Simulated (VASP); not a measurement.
Rb: single point with PBE

The system is Rb.

```xyz
1
Lattice="-3.7705 2.8833 2.8833 2.8833 -3.7705 2.8833 2.8833 2.8833 -3.7705" Properties=species:S:1:pos:R:3 pbc="T T T"
Rb    0.0000    0.0000    0.0000
```

This cell differs from its parent crystal: ratio of the length along [111] to the lengths across it x 0.6, volume and fractional coordinates fixed.

| Item | Value |
| --- | --- |
| Program | VASP 6.6.1 |
| Task | single point |
| Functional | PBE |
| Potentials or basis | VASP PAW PBE potentials, release 64 (Rb_sv) |
| Cutoff | 520 eV |
| k mesh | 14 × 14 × 14 |
| Occupations | gaussian, width 0.15 eV |
| Spin | no spin polarisation |

The pressure is 0.7 GPa. The band gap on the k mesh is zero (an odd number of electrons rules out a gap without spin polarisation).

Stress tensor (GPa, compression positive):
```
0.73 1.53 1.53
1.53 0.73 1.53
1.53 1.53 0.73
```

Levels at points of the mesh, in eV from the Fermi level:
```tsv
k point	band 1	band 2	band 3	band 4	band 5	band 6	band 7	band 8
(0.00, 0.00, 0.00)	-29.49	-13.51	-13.51	-13.06	-2.02	2.16	2.56	2.56
(0.50, 0.00, 0.00)	-29.36	-14.26	-13.35	-13.34	0.99	2.15	2.17	3.21
(0.50, 0.50, 0.00)	-29.49	-13.54	-13.52	-13.06	-0.39	0.11	1.70	3.61
(0.50, 0.50, 0.50)	-29.36	-14.26	-13.36	-13.36	1.28	1.28	3.79	3.79
```

It took 6.6 min on 1 thread of Oxide Virtual Turin-like Processor, with other jobs on the host, peak memory 0.38 GiB.
